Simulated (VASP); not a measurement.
Input of a VASP 6.6.1 run:

Contents of POSCAR:

```
Ag
1.0
    0.0000000000      2.0450000000      2.0450000000
    2.0450000000      0.0000000000      2.0450000000
    2.0450000000      2.0450000000      0.0000000000
Ag
1
Direct
    0.0000000000      0.0000000000      0.0000000000
```

INCAR.step1

```
PREC = Accurate ; ENCUT = 550
ISMEAR = -1 ; SIGMA = 0.05
LREAL = F ; LASPH = T
NELM = 120 ; GGA = PE
ALGO = Normal ; EDIFF = 1E-5
LWAVE = T ; LCHARG = F
GGA_COMPAT = F ; IBRION = 2
ISIF = 3 ; EDIFFG = -0.005
NELMIN = 4 ; NSW = 100
```

The input INCAR.step2:

```
PREC = Accurate ; ENCUT = 550
EDIFF = 1E-7 ; ISMEAR = -1
SIGMA = 0.05 ; LREAL = F
LASPH = T ; NELM = 120
ALGO = Normal ; ISIF = 3
LWAVE = F ; LCHARG = F
METAGGA = R2SCAN ; LMIXTAU = T
IBRION = 2 ; NSW = 80
EDIFFG = -0.01 ; ISTART = 1
GGA_COMPAT = F ; NELMIN = 4
```

KPOINTS

```
Automatic mesh
0
Gamma
  11 11 11
```

Potentials or basis: VASP PAW PBE potentials, release 64 (Ag).

Launch:

```sh
$ cat potpaw_PBE.64/Ag/POTCAR > POTCAR
$ cp INCAR.step1 INCAR
$ mpirun -np 1 vasp_std > vasp.out
$ cp INCAR.step2 INCAR
$ mpirun -np 1 vasp_std > vasp.out
```

What does it give for the space group after relaxing (to 0.1 Å)?

Fm-3m (No. 225).

What does it give for the relaxed cell?

a = 2.901 Å, b = 2.901 Å, c = 2.901 Å, α = 60.00°, β = 60.00°, γ = 60.00°.

Predict the band gap on the k mesh.

zero (an odd number of electrons rules out a gap without spin polarisation).

Final structure:
```
Ag
1.0
     0.00000    2.05119    2.05119
     2.05119    0.00000    2.05119
     2.05119    2.05119    0.00000
Ag
1
Direct
  0.00000 0.00000 0.00000
```
